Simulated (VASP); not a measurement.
# AlGa3As4 (Pmm2) in VASP: a series of runs

The runs below take AlGa3As4 through single point, with r2SCAN.

Everything below comes from runs of VASP 6.6.1. Logs are shortened: lines on timing, memory, paths and dates and some standing lists are left out, and cuts for length are marked.

### Step 1. The cell of the first run

The structure is orthorhombic, space group Pmm2 (No. 25). Conventional cell: a = 4.091 Å, b = 8.178 Å, c = 5.775 Å, α = 90.00°, β = 90.00°, γ = 90.00°. Within 3.3 Å of Al (site symmetry mm2) lie 4 As at 2.50 Å. Within 3.3 Å of As (site symmetry mm2) lie 2 Al at 2.50 Å and 2 Ga at 2.51 Å. Within 3.3 Å of As (site symmetry m) lie 3 Ga at 2.50 Å and 1 Al at 2.50 Å. As (site symmetry mm2) has 4 Ga at 2.50 Å within 3.3 Å. Within 3.3 Å of Ga (site symmetry m) lie 4 As at 2.50 to 2.51 Å. Ga (site symmetry mm2) has 4 As at 2.50 Å within 3.3 Å.

### Step 2. Single point, r2SCAN (volume changed by +6%)

Input file POSCAR:

```
AlGa3As4
1.0
    4.0912805114      0.0000000000      0.0000000000
    0.0000000000      8.1780594039      0.0000000000
    0.0000000000      0.0000000000      5.7754139393
Al As Ga
1 4 3
Direct
    0.0000000000      0.0000000000      0.0009494348
    0.5000000000      0.0000000000      0.2499444014
    0.0000000000      0.2498760783      0.7502315659
    0.5000000000      0.5000000000      0.2492562103
    0.0000000000      0.7501239217      0.7502315659
    0.5000000000      0.2505425198      0.5000422105
    0.0000000000      0.5000000000     -0.0006975995
    0.5000000000      0.7494574802      0.5000422105
```

Input file INCAR.step1:

```
SYSTEM = AlGa3As4
PREC = Accurate
ENCUT = 520
ISMEAR = 0
SIGMA = 0.01
LREAL = .False.
LASPH = .True.
NELM = 80
NBANDS = 41
GGA = PE
ALGO = Normal
EDIFF = 1E-4
LWAVE = .True.
LCHARG = .False.
```

Input file INCAR.step2:

```
SYSTEM = AlGa3As4
PREC = Accurate
ENCUT = 520
EDIFF = 1E-6
ISMEAR = 0
SIGMA = 0.01
LREAL = .False.
LASPH = .True.
NELM = 80
ALGO = Normal
ISIF = 2
LWAVE = .False.
LCHARG = .False.
METAGGA = R2SCAN
LMIXTAU = .True.
NBANDS = 41
ISTART = 1
```

Input file KPOINTS:

```
regular mesh
0
Gamma
  6 4 4
  0 0 0
```

Potentials or basis: VASP PAW PBE potentials, release 64 (Al, As, Ga_d).

The run is started by

```sh
$ cat potpaw_PBE.64/Al/POTCAR potpaw_PBE.64/As/POTCAR potpaw_PBE.64/Ga_d/POTCAR > POTCAR
$ cp INCAR.step1 INCAR
$ mpirun -np 1 vasp_std > vasp.out
$ cp INCAR.step2 INCAR
$ mpirun -np 1 vasp_std > vasp.out
```

OUTCAR:

```text
SYSTEM = AlGa3As4
   PREC = Accurate
   ENCUT = 520
   EDIFF = 1E-6
   ISMEAR = 0
   LREAL = .False.
   LASPH = .True.
   NELM = 80
   ISIF = 2
   METAGGA = R2SCAN
   ISTART = 1

 ion  position               nearest neighbor table
   1  0.000  0.000  0.001-   2 2.50   2 2.50   5 2.50   3 2.50
   2  0.500  0.000  0.250-   1 2.50   1 2.50   8 2.51   6 2.51
   3  0.000  0.250  0.750-   7 2.50   6 2.50   6 2.50   1 2.50
   4  0.500  0.500  0.249-   6 2.50   8 2.50   7 2.50   7 2.50
   5  0.000  0.750  0.750-   7 2.50   8 2.50   8 2.50   1 2.50
   6  0.500  0.251  0.500-   4 2.50   3 2.50   3 2.50   2 2.51
   7  0.000  0.500  0.999-   3 2.50   5 2.50   4 2.50   4 2.50
   8  0.500  0.749  0.500-   4 2.50   5 2.50   5 2.50   2 2.51

  LATTYP: Found a simple orthorhombic cell.
 ALAT       =     4.0912805114
 B/A-ratio  =     1.4116396867
 C/A-ratio  =     1.9988997042

  Lattice vectors:

 A1 = (  -4.0912805114,   0.0000000000,   0.0000000000)
 A2 = (   0.0000000000,   0.0000000000,   5.7754139393)
 A3 = (   0.0000000000,   8.1780594039,   0.0000000000)

Analysis of symmetry for initial positions (statically):
=====================================================================
 Subroutine PRICEL returns:
 Original cell was already a primitive cell.

 Routine SETGRP: Setting up the symmetry group for a
 simple orthorhombic supercell.

 Subroutine GETGRP returns: Found  4 space group operations
 (whereof  4 operations were pure point group operations)
 out of a pool of  8 trial point group operations.

The static configuration has the point symmetry C_2v.

Analysis of symmetry for dynamics (positions and initial velocities):
=====================================================================
 Subroutine PRICEL returns:
 Original cell was already a primitive cell.

 Routine SETGRP: Setting up the symmetry group for a
 simple orthorhombic supercell.

 Subroutine GETGRP returns: Found  4 space group operations
 (whereof  4 operations were pure point group operations)
 out of a pool of  8 trial point group operations.

The dynamic configuration has the point symmetry C_2v.

 Subroutine INISYM returns: Found  4 space group operations
 (whereof  4 operations are pure point group operations),
 and found     1 'primitive' translations

----------------------------------------------------------------------------------------

                                     Primitive cell

  volume of cell :     193.2380

  direct lattice vectors                    reciprocal lattice vectors
     4.091280511  0.000000000  0.000000000     0.244422253  0.000000000  0.000000000
     0.000000000  8.178059404  0.000000000     0.000000000  0.122278398  0.000000000
     0.000000000  0.000000000  5.775413939     0.000000000  0.000000000  0.173147762

  length of vectors
     4.091280511  8.178059404  5.775413939     0.244422253  0.122278398  0.173147762

  position of ions in fractional coordinates (direct lattice)
     0.000000000  0.000000000  0.000949435
     0.500000000  0.000000000  0.249944401
     0.000000000  0.249876078  0.750231566
     0.500000000  0.500000000  0.249256210
     0.000000000  0.750123922  0.750231566
     0.500000000  0.250542520  0.500042210
     0.000000000  0.500000000  0.999302400
     0.500000000  0.749457480  0.500042210

  ion indices of the primitive-cell ions
   primitive index   ion index
                 1           1
                 2           2
                 3           3
                 4           4
                 5           5
                 6           6
                 7           7
                 8           8

----------------------------------------------------------------------------------------

 KPOINTS: regular mesh

Automatic generation of k-mesh.
 Grid dimensions read from file:
 generate k-points for:    6    4    4

 Generating k-lattice:

  Cartesian coordinates                     Fractional coordinates (reciprocal lattice)
     0.040737042  0.000000000  0.000000000     0.166666667  0.000000000  0.000000000
     0.000000000  0.030569599  0.000000000     0.000000000  0.250000000  0.000000000
     0.000000000  0.000000000  0.043286941     0.000000000  0.000000000  0.250000000

  Length of vectors
     0.040737042  0.030569599  0.043286941

  Shift w.r.t. Gamma in fractional coordinates (k-lattice)
     0.000000000  0.000000000  0.000000000

 Subroutine IBZKPT returns following result:
 ===========================================

 Found     36 irreducible k-points:

 Following reciprocal coordinates:
            Coordinates               Weight
  0.000000  0.000000  0.000000      1.000000
  0.166667  0.000000  0.000000      2.000000
  0.333333  0.000000  0.000000      2.000000
  0.500000  0.000000  0.000000      1.000000
  0.000000  0.250000  0.000000      2.000000
  0.166667  0.250000  0.000000      4.000000
[... 16 lines left out ...]
  0.333333  0.500000  0.250000      4.000000
  0.500000  0.500000  0.250000      2.000000
[... 44 lines left out ...]
   METAGGA = R2SCAN    functional components
   LHFCALC =     F    Hartree Fock is set to
   AEXX    =    0.0000 exact exchange contribution
   IVDW    =     0    specifies the selected vdW correction
   LEPSILON=     F    determine dielectric tensor
   LRPA    =     F    only Hartree local field effects (RPA)
 non-spin polarized calculation
 Gauss-broadening in eV      SIGMA  =   0.01
  energy-cutoff  :      520.00
  volume of cell :      193.24
 maximum number of plane-waves:      5248
   NGX = 15   NGY = 31   NGZ = 21

 number of electron      62.0000048 magnetization

 Free energy of the ion-electron system (eV)
  ---------------------------------------------------
  ext. energy  EPLUGINS =         0.00000000
  ---------------------------------------------------
  free energy    TOTEN  =      -103.69742610 eV

  energy without entropy =     -103.69742610  energy(sigma->0) =     -103.69742610

 E-fermi :   3.1318     XC(G=0):  -9.7540

 val. band max:        3.0868681361   @ k =   0.0000   0.0000   0.0000
 cond. band min:       3.9422436196   @ k =   0.0000   0.0000   0.0000
 fundamental gap:      0.8553754834
 Fermi energy:         3.1318162430

 k-point     1 :       0.0000    0.0000    0.0000
  band No.  band energies     occupation
      1     -12.0313      2.00000
      2     -11.9946      2.00000
      3     -11.9887      2.00000
      4     -11.9451      2.00000
      5     -11.9433      2.00000
      6     -11.9375      2.00000
[... 33 lines left out ...]
     40       8.9799      0.00000
     41       9.0750      0.00000

 k-point     2 :       0.1667    0.0000    0.0000
  band No.  band energies     occupation
      1     -12.0299      2.00000
      2     -11.9955      2.00000
      3     -11.9954      2.00000
      4     -11.9535      2.00000
      5     -11.9404      2.00000
      6     -11.9324      2.00000
[... 33 lines left out ...]
     40       7.5664      0.00000
     41       8.1129      0.00000

 k-point     3 :       0.3333    0.0000    0.0000
  band No.  band energies     occupation
      1     -12.0312      2.00000
      2     -12.0096      2.00000
      3     -11.9980      2.00000
      4     -11.9661      2.00000
      5     -11.9366      2.00000
      6     -11.9233      2.00000
[... 33 lines left out ...]
     40       9.0501      0.00000
     41       9.3027      0.00000

 k-point     4 :       0.5000    0.0000    0.0000
  band No.  band energies     occupation
      1     -12.0335      2.00000
      2     -12.0166      2.00000
      3     -12.0009      2.00000
      4     -11.9694      2.00000
      5     -11.9349      2.00000
      6     -11.9197      2.00000
[... 825 lines left out ...]
     40       8.7139      0.00000
     41       8.7913      0.00000

 k-point    23 :       0.3333    0.5000    0.2500
  band No.  band energies     occupation
      1     -12.0243      2.00000
      2     -12.0113      2.00000
      3     -11.9910      2.00000
      4     -11.9733      2.00000
      5     -11.9298      2.00000
      6     -11.9297      2.00000
[... 33 lines left out ...]
     40       8.8500      0.00000
     41       8.9753      0.00000

 k-point    24 :       0.5000    0.5000    0.2500
  band No.  band energies     occupation
      1     -12.0272      2.00000
      2     -12.0163      2.00000
      3     -11.9989      2.00000
      4     -11.9725      2.00000
      5     -11.9268      2.00000
      6     -11.9265      2.00000
[... 33 lines left out ...]
     40       9.5712      0.00000
     41       9.5755      0.00000

 [... further k-points ...]

------------------------ aborting loop because EDIFF is reached ----------------------------------------

  FORCE on cell =-STRESS in cart. coord.  units (eV):
  Direction    XX          YY          ZZ          XY          YZ          ZX
  --------------------------------------------------------------------------------------
  -------------------------------------------------------------------------------------
  Total       -4.4683992     -4.4651426     -4.4712885      0.0000000      0.0000000      0.0000000
  in kB      -37.0484392    -37.0214377    -37.0723948      0.0000000      0.0000000      0.0000000
  external PRESSURE =     -37.0474239 kB  Pullay stress =       0.0000000 kB

 VOLUME and BASIS-vectors are now :
 -----------------------------------------------------------------------------
  energy-cutoff  :      520.00
  volume of cell :      193.24
      direct lattice vectors                 reciprocal lattice vectors
     4.091280511  0.000000000  0.000000000     0.244422253  0.000000000  0.000000000
     0.000000000  8.178059404  0.000000000     0.000000000  0.122278398  0.000000000
     0.000000000  0.000000000  5.775413939     0.000000000  0.000000000  0.173147762

 POSITION                                       TOTAL-FORCE (eV/Angst)
 -----------------------------------------------------------------------------------
      0.00000      0.00000      0.00548         0.000000      0.000000      0.004265
      2.04564      0.00000      1.44353         0.000000      0.000000     -0.029569
      0.00000      2.04350      4.33290        -0.000000     -0.018836      0.015015
      2.04564      4.08903      1.43956         0.000000      0.000000      0.004980
      0.00000      6.13456      4.33290         0.000000      0.018836      0.015015
      2.04564      2.04895      2.88795         0.000000     -0.000821     -0.001580
      0.00000      4.08903      5.77139         0.000000      0.000000     -0.006546
      2.04564      6.12911      2.88795         0.000000      0.000821     -0.001580
 -----------------------------------------------------------------------------------
    total drift:                                0.000000      0.000000     -0.015193

  FREE ENERGIE OF THE ION-ELECTRON SYSTEM (eV)
  ---------------------------------------------------
  free  energy   TOTEN  =      -103.6974260987 eV

  energy  without entropy=     -103.6974260987  energy(sigma->0) =     -103.69742610
```

Wall time 11 min (1 thread of AMD EPYC 9R45 (Zen 5), shared host); peak memory 0.44 GiB.

Results:

```yaml
Free_energy: -103.6974 eV
Pressure: -3.7 GPa
Largest_force: 0.030 eV/Å
Band_gap_on_the_k_mesh: 0.86 eV, direct
```

Forces in eV/Å, atoms in the order of the input:
```
Al   0.000  0.000  0.004
As   0.000  0.000 -0.030
As   0.000 -0.019  0.015
As   0.000  0.000  0.005
As   0.000  0.019  0.015
Ga   0.000 -0.001 -0.002
Ga   0.000  0.000 -0.007
Ga   0.000  0.001 -0.002
```

Caveat: the cell differs from its parent crystal (volume changed by +6%); the PAW data sets were made with another functional, which shifts forces and pressure a little.

### Step 3. Single point, r2SCAN

This run uses another cell than the first one, of 22.79 Å³/atom, 0.943 times its volume.

POSCAR, as its differences from that of step 2:

```diff
@@ -2,5 +2,5 @@
 1.0
-    4.0912805114      0.0000000000      0.0000000000
-    0.0000000000      8.1780594039      0.0000000000
-    0.0000000000      0.0000000000      5.7754139393
+    4.0125824445      0.0000000000      0.0000000000
+    0.0000000000      8.0207498611      0.0000000000
+    0.0000000000      0.0000000000      5.6643206248
 Al As Ga
```

Input file INCAR.step1:

```
SYSTEM = AlGa3As4
PREC     = Accurate       ! precision mode
ENCUT    = 520            ! plane-wave cutoff, eV
ISMEAR   = 0              ! smearing method
SIGMA    = 0.01           ! smearing width, eV
LREAL    = .FALSE.        ! projectors in reciprocal space
LASPH    = .TRUE.         ! aspherical terms in the spheres
NELM     = 60             ! most SCF steps
NBANDS   = 41             ! bands
GGA      = PE             ! functional
ALGO     = Normal         ! electronic algorithm
EDIFF    = 1E-4           ! SCF threshold, eV
LWAVE    = .TRUE.         ! write WAVECAR
LCHARG   = .FALSE.        ! write CHGCAR
```

Input file INCAR.step2:

```
SYSTEM = AlGa3As4
PREC     = Accurate       ! precision mode
ENCUT    = 520            ! plane-wave cutoff, eV
EDIFF    = 1E-6           ! SCF threshold, eV
ISMEAR   = 0              ! smearing method
SIGMA    = 0.01           ! smearing width, eV
LREAL    = .FALSE.        ! projectors in reciprocal space
LASPH    = .TRUE.         ! aspherical terms in the spheres
NELM     = 60             ! most SCF steps
ALGO     = Normal         ! electronic algorithm
ISIF     = 2              ! what is computed and relaxed
LWAVE    = .FALSE.        ! write WAVECAR
LCHARG   = .FALSE.        ! write CHGCAR
METAGGA  = R2SCAN         ! meta-GGA
LMIXTAU  = .TRUE.       
NBANDS   = 41             ! bands
ISTART   = 1
```

Input file KPOINTS:

```
Automatic mesh
0
G
  6 4 4
  0 0 0
```

Potentials or basis: VASP PAW PBE potentials, release 64 (Al, As, Ga_d).

The run is started by

```sh
$ cat potpaw_PBE.64/Al/POTCAR potpaw_PBE.64/As/POTCAR potpaw_PBE.64/Ga_d/POTCAR > POTCAR
$ cp INCAR.step1 INCAR
$ mpirun -np 1 vasp_std > vasp.out
$ cp INCAR.step2 INCAR
$ mpirun -np 1 vasp_std > vasp.out
```

Wall time 8 min (1 thread of Intel Xeon 6975P-C (Granite Rapids), shared host); peak memory 0.43 GiB.

It converged, with:

| Item | Value |
| --- | --- |
| Free energy | -103.8300 eV |
| Pressure | 0.0 GPa |
| Largest force | 0.017 eV/Å |
| Band gap on the k mesh | 1.29 eV, direct |

Forces in eV/Å, atoms in the order of the input:
```
Al   0.000  0.000  0.000
As   0.000  0.000 -0.015
As   0.000 -0.015  0.007
As   0.000  0.000  0.000
As   0.000  0.015  0.007
Ga   0.000  0.004  0.001
Ga   0.000  0.000  0.001
Ga   0.000 -0.004  0.001
```

Levels at points of the mesh, in eV from the valence-band top:
| k point | band 27 | band 28 | band 29 | band 30 | band 31 | band 32 | band 33 | band 34 | band 35 | band 36 |
| --- | --- | --- | --- | --- | --- | --- | --- | --- | --- | --- |
| (0.00, 0.00, 0.00) | -1.20 | -1.16 | -0.01 | 0.00 | 0.00 | 1.29 | 1.78 | 2.14 | 3.18 | 3.42 |
| (0.50, 0.00, 0.00) | -2.61 | -2.61 | -2.61 | -1.19 | -1.15 | 1.78 | 1.78 | 1.87 | 2.26 | 3.18 |
| (0.00, 0.50, 0.00) | -2.20 | -1.35 | -1.23 | -0.35 | -0.18 | 2.28 | 2.38 | 2.73 | 3.20 | 4.49 |
| (0.50, 0.50, 0.00) | -2.94 | -2.43 | -2.42 | -2.41 | -2.38 | 2.90 | 2.94 | 2.96 | 3.20 | 3.46 |
| (0.00, 0.00, 0.50) | -1.58 | -1.11 | -1.10 | -1.07 | -1.06 | 1.40 | 1.76 | 2.33 | 2.66 | 3.78 |
| (0.50, 0.00, 0.50) | -3.26 | -1.12 | -1.10 | -1.06 | -1.06 | 1.39 | 1.89 | 4.88 | 4.89 | 4.90 |
| (0.00, 0.50, 0.50) | -1.54 | -1.52 | -1.37 | -1.35 | -1.32 | 2.58 | 2.62 | 2.70 | 3.26 | 4.55 |
| (0.50, 0.50, 0.50) | -2.98 | -1.91 | -1.90 | -1.84 | -1.83 | 3.31 | 3.46 | 3.49 | 4.06 | 4.43 |

Caveat: the PAW data sets were made with another functional, which shifts forces and pressure a little. A k mesh can miss the band edges.

### Step 4. Single point, r2SCAN (volume changed by +3%)

POSCAR, as its differences from that of step 3:

```diff
@@ -2,5 +2,5 @@
 1.0
-    4.0125824445      0.0000000000      0.0000000000
-    0.0000000000      8.0207498611      0.0000000000
-    0.0000000000      0.0000000000      5.6643206248
+    4.0523135674      0.0000000000      0.0000000000
+    0.0000000000      8.1001683911      0.0000000000
+    0.0000000000      0.0000000000      5.7204066547
 Al As Ga
```

Input file INCAR.step1:

```
PREC = Accurate
ENCUT = 520
ISMEAR = 0
SIGMA = 0.01
LREAL = False
LASPH = True
NELM = 100
NBANDS = 41
GGA = PE
ALGO = Normal
EDIFF = 1E-4
LWAVE = True
LCHARG = False
```

Input file INCAR.step2:

```
PREC = Accurate
ENCUT = 520
EDIFF = 1E-7
ISMEAR = 0
SIGMA = 0.01
LREAL = False
LASPH = True
NELM = 100
ALGO = Normal
ISIF = 2
LWAVE = False
LCHARG = True
METAGGA = R2SCAN
LMIXTAU = True
LELF = True
LVHAR = True
NBANDS = 41
ISTART = 1
```

Input file KPOINTS:

```
regular mesh
0
Gamma
  6 4 4
```

The run is started by

```sh
$ cat potpaw_PBE.64/Al/POTCAR potpaw_PBE.64/As/POTCAR potpaw_PBE.64/Ga_d/POTCAR > POTCAR
$ cp INCAR.step1 INCAR
$ mpirun -np 1 vasp_std > vasp.out
$ cp INCAR.step2 INCAR
$ mpirun -np 1 vasp_std > vasp.out
```

Run time: 12 min. Hardware: 1 thread of Intel Xeon 6975P-C (Granite Rapids), shared host; peak memory 0.46 GiB.

It converged, with:

- Free energy: -103.7955 eV
- Pressure: -2.0 GPa
- Largest force: 0.023 eV/Å
- Band gap on the k mesh: 1.07 eV, direct

Forces on the atoms (eV/Å):
```
Al   0.000  0.000  0.001
As   0.000  0.000 -0.023
As   0.000 -0.016  0.010
As   0.000  0.000  0.001
As   0.000  0.016  0.010
Ga   0.000  0.004  0.001
Ga   0.000  0.000  0.000
Ga   0.000 -0.004  0.001
```

Levels at points of the mesh, in eV from the valence-band top:
| k point | band 28 | band 29 | band 30 | band 31 | band 32 | band 33 | band 34 | band 35 |
| --- | --- | --- | --- | --- | --- | --- | --- | --- |
| (0.00, 0.00, 0.00) | -1.11 | -0.01 | 0.00 | 0.00 | 1.07 | 1.83 | 2.13 | 3.09 |
| (0.50, 0.00, 0.00) | -2.52 | -2.51 | -1.14 | -1.11 | 1.83 | 1.83 | 1.88 | 2.26 |
| (0.00, 0.50, 0.00) | -1.29 | -1.18 | -0.33 | -0.18 | 2.28 | 2.39 | 2.58 | 3.05 |
| (0.50, 0.50, 0.00) | -2.34 | -2.33 | -2.31 | -2.29 | 2.90 | 2.92 | 2.96 | 3.21 |
| (0.00, 0.00, 0.50) | -1.08 | -1.07 | -1.03 | -1.02 | 1.30 | 1.67 | 2.33 | 2.66 |
| (0.50, 0.00, 0.50) | -1.08 | -1.06 | -1.02 | -1.02 | 1.30 | 1.79 | 4.87 | 4.87 |
| (0.00, 0.50, 0.50) | -1.47 | -1.32 | -1.30 | -1.27 | 2.49 | 2.52 | 2.60 | 3.18 |
| (0.50, 0.50, 0.50) | -1.84 | -1.82 | -1.77 | -1.76 | 3.22 | 3.36 | 3.38 | 3.96 |

Caveat: the cell differs from its parent crystal (volume changed by +3%); the PAW data sets were made with another functional, which shifts forces and pressure a little.

### Step 5. Summary

```tsv
cell	gap on the mesh (eV)	pressure (GPa)	largest force (eV/Å)
a = 4.091, b = 8.178, c = 5.775 Å, 8 atoms	0.86	-3.7	0.03
a = 4.013, b = 8.021, c = 5.664 Å, 8 atoms	1.29	0.0	0.02
a = 4.052, b = 8.100, c = 5.720 Å, 8 atoms	1.07	-2.0	0.02
```

Alike in all rows: task single point; level r2SCAN; potentials or basis VASP PAW PBE potentials, release 64 (Al, As, Ga_d); no spin polarisation; k mesh 6 × 4 × 4; cutoff (eV) 520; smearing gaussian 0.01 eV.

Caveats: the PAW data sets were made with another functional, which shifts forces and pressure a little.

Absolute energies hang on the potentials; compare differences alone.
